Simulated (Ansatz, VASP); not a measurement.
**BN in VASP and in Ansatz**

Contents of INCAR:

```
ALGO = Normal
EDIFF = 1E-6
ENCUT = 520
ISIF = 2
ISMEAR = -1
LASPH = True
LCHARG = False
LREAL = False
LWAVE = False
NBANDS = 11
NELM = 80
PREC = Accurate
SIGMA = 0.05
```

File KPOINTS:

```
k-points
0
Gamma
  12 12 12
```

File POSCAR:

```
BN
1.0
    1.2511217832      0.7223354983      3.3729344033
   -1.2511217832      0.7223354983      3.3729344033
    0.0000000000     -1.4446709966      3.3729344033
N B
1 1
Direct
    0.6672382000      0.6672382000      0.6672382000
    0.0003288000      0.0003288000      0.0003288000
```

File input.yaml:

```yaml
crystal:
  lattice:
    - [1.2511217832, 0.7223354983, 3.3729344033]
    - [-1.2511217832, 0.7223354983, 3.3729344033]
    - [0.0, -1.4446709966, 3.3729344033]
  atoms:
    - { symbol: "N", position: [0.6672382, 0.6672382, 0.6672382] }
    - { symbol: B, position: [0.0003288, 0.0003288, 0.0003288] }
kpoints:
  mp_grid: { grid: [12, 12, 12] }
  band_path:
    path:
      - [0.0, 0.0, 0.0]
      - [0.5, 0.0, 0.0]
      - [0.5, 0.1972419765, -0.1972419765]
    npoints: 12
scf:
  occupations: { method: fermi_dirac, width: 0.05 }
hamiltonian:
  xc: lda
  pseudopotentials: { kind: all_electron, lapw: { basis_error: 0.001 } }
output:
  forces: true
  stress: true
  eigenvalues: true
```

Alike in both runs: functional LDA; k mesh 12 × 12 × 12; occupations fermi-dirac, width 0.05 eV; no spin polarisation.

```csv
,VASP,Ansatz
version,VASP 6.6.1,Ansatz 0.2.0
potentials or method,"VASP PAW LDA potentials, release 64 (N, B), cutoff 520 eV","all-electron LAPW, scalar-relativistic"
task,single point,band structure
```

|  | VASP | Ansatz | Ansatz less VASP |
| --- | --- | --- | --- |
| gap on the k mesh at the Fermi level (eV) | 4.09 | 4.10 | +0.009 |
| least direct gap on the mesh (eV) | 4.55 | 4.56 | +0.006 |
| pressure (GPa) | -3.8 | -4.1 | -0.31 |
| traceless stress, the component that is largest in VASP (GPa) | 2.70 | 3.17 | +0.470 |

LDA's correlation is that of Perdew and Zunger in VASP and of Perdew and Wang (1992) in Ansatz. Ansatz ran all-electron here, and VASP with PAW potentials.
